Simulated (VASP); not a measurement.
In, 8 atoms in the cell. The structure is cubic, space group Pm-3n (No. 223). Conventional cell: a = 6.160 Å, b = 6.160 Å, c = 6.160 Å, α = 90.00°, β = 90.00°, γ = 90.00°. In (site symmetry m-3) has 12 In at 3.44 Å within 4.5 Å. In (site symmetry -4m2) has 14 In at 3.08 to 3.77 Å within 4.1 Å. 

```yaml
Program: VASP 6.6.1
Task: single point
Functional: revPBE
Potentials_or_basis: VASP PAW PBE potentials, release 64 (In_d)
Cutoff: 520 eV
k_mesh: 5 × 5 × 5
Occupations: fermi-dirac, width 0.1 eV
Spin: no spin polarisation
Dipole_correction: no
Further_INCAR_settings: ALGO = Normal; EDIFF = 1e-06; NBANDS = 62
```

Potentials or basis: VASP PAW PBE potentials, release 64 (In_d).

The run is started by

```sh
$ cat potpaw_PBE.64/In_d/POTCAR > POTCAR
$ mpirun -np 1 vasp_std > vasp.out
```

Hardware: 1 thread of Oxide Virtual Turin-like Processor (shared host).

Problem. How long does it take, and how much memory?

Solution. It took 2.2 min on 1 thread of Oxide Virtual Turin-like Processor, on a shared host, peak memory 0.32 GiB. Counts: scf iterations 13, k points 10.
